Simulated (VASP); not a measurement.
Write the native input for VASP 6.6.1 that does the following.

```yaml
Task: relaxation of cell and atoms
Functional: PBE
Potentials_or_basis: VASP PAW PBE potentials, release 64 (Si, O)
Cutoff: 600 eV
k_mesh: 8 × 8 × 14
Occupations: gaussian, width 0.1 eV
Spin: no spin polarisation
Dipole_correction: no
Further_INCAR_settings: ALGO = Normal; EDIFF = 1e-06; IBRION = 2; EDIFFG = -0.01; NSW = 100; ISIF = 3
```

The structure of Si4O lies in POSCAR:

```
Si4O
1.0
    5.1306888932      0.0000000000      0.0000000000
    0.0000000000      5.1306888932      0.0000000000
    0.0000000000      0.0000000000      2.5765546871
Si O
4 1
Direct
    0.6824766370      0.8503523971      0.5000000000
    0.3175233630      0.1496476029      0.5000000000
    0.1496476029      0.6824766370      0.5000000000
    0.8503523971      0.3175233630      0.5000000000
    0.5000000000      0.5000000000      0.0000000000
```

The cell was generated, and may not be a known phase.

These files were run (other wordings do the same):

INCAR

```
SYSTEM = Si4O
PREC = Accurate ; ENCUT = 600
EDIFF = 1E-6 ; ISMEAR = 0
SIGMA = 0.1 ; LREAL = .FALSE.
LASPH = .TRUE. ; NELM = 80
ALGO = Normal ; ISIF = 3
LWAVE = .FALSE. ; LCHARG = .FALSE.
GGA = PE ; IBRION = 2
NSW = 100 ; EDIFFG = -0.01
```

KPOINTS

```
Automatic mesh
0
G
  8 8 14
  0 0 0
```

Potentials or basis: VASP PAW PBE potentials, release 64 (Si, O).

Launch:

```bash
$ cat potpaw_PBE.64/Si/POTCAR potpaw_PBE.64/O/POTCAR > POTCAR
$ mpirun -np 1 vasp_std > vasp.out
```

It gave:

- Relaxed volume: 13.48 Å³/atom
- Relaxed cell: a = 5.144 Å, b = 5.144 Å, c = 2.546 Å, α = 90.00°, β = 90.00°, γ = 90.00°
- Space group after relaxing (to 0.1 Å): P4/m (No. 83)
- Energy gained by relaxing: 2.6 meV/atom
- Ionic steps: 6
- Pressure after relaxing: 0.0 GPa
- Largest force after relaxing: 0.003 eV/Å
- Band gap on the k mesh: zero (bands 11 and 12 overlap by 3.37 eV)

It took 5 min on 1 thread of Intel(R) Xeon(R) 6975P-C (Granite Rapids), on a shared host, peak memory 0.3 GiB.
